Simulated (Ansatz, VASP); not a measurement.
# One calculation of ZnS, two programs

The input INCAR:

```
SYSTEM = ZnS
PREC     = Accurate       ! precision mode
ENCUT    = 500            ! plane-wave cutoff, eV
EDIFF    = 1E-6           ! SCF threshold, eV
ISMEAR   = 0              ! smearing method
SIGMA    = 0.01           ! smearing width, eV
LREAL    = .False.        ! projectors in reciprocal space
LASPH    = .True.         ! aspherical terms in the spheres
NELM     = 120            ! most SCF steps
ALGO     = Normal         ! electronic algorithm
ISIF     = 2              ! what is computed and relaxed
LWAVE    = .False.        ! write WAVECAR
LCHARG   = .False.        ! write CHGCAR
GGA      = PE             ! functional
NBANDS   = 16             ! bands
GGA_COMPAT= .False.
```

File KPOINTS:

```
Automatic mesh
0
Gamma
  6 6 6
  0 0 0
```

Contents of POSCAR:

```
ZnS
1.0
    0.0000000000      2.6659426729      2.6659426729
    2.6659426729      0.0000000000      2.6659426729
    2.6659426729      2.6659426729      0.0000000000
Zn S
1 1
Direct
    0.2500000000      0.2500000000      0.2500000000
    0.0000000000      0.0000000000      0.0000000000
```

Input for Ansatz:

```yaml
crystal:
  lattice:
    - [0.0, 2.6659426729, 2.6659426729]
    - [2.6659426729, 0.0, 2.6659426729]
    - [2.6659426729, 2.6659426729, 0.0]
  atoms:
    - { symbol: Zn, position: [0.25, 0.25, 0.25] }
    - { symbol: S, position: [0.0, 0.0, 0.0] }
kpoints:
  mp_grid: { grid: [6, 6, 6] }
hamiltonian:
  xc: pbe
scf:
  occupations: { method: fixed }
  n_extra_bands: 4
output:
  forces: true
  stress: true
  eigenvalues: true
```

Alike in both runs: task single point; functional PBE; k mesh 6 × 6 × 6; no spin polarisation.

|  | VASP | Ansatz |
| --- | --- | --- |
| version | VASP 6.6.1 | Ansatz 0.2.0 |
| potentials or method | VASP PAW PBE potentials, release 64 (Zn, S) | plane waves, PAW |
| plane-wave cutoff (eV) | 500 | 420 |
| occupations | gaussian, width 0.01 eV | fixed |
| valence electrons in the cell | 18 | 18 |

|  | VASP | Ansatz | Ansatz less VASP |
| --- | --- | --- | --- |
| gap on the k mesh at the Fermi level (eV) | 2.29 | 2.28 | -0.007 |
| pressure (GPa) | 5.1 | 5.0 | -0.13 |
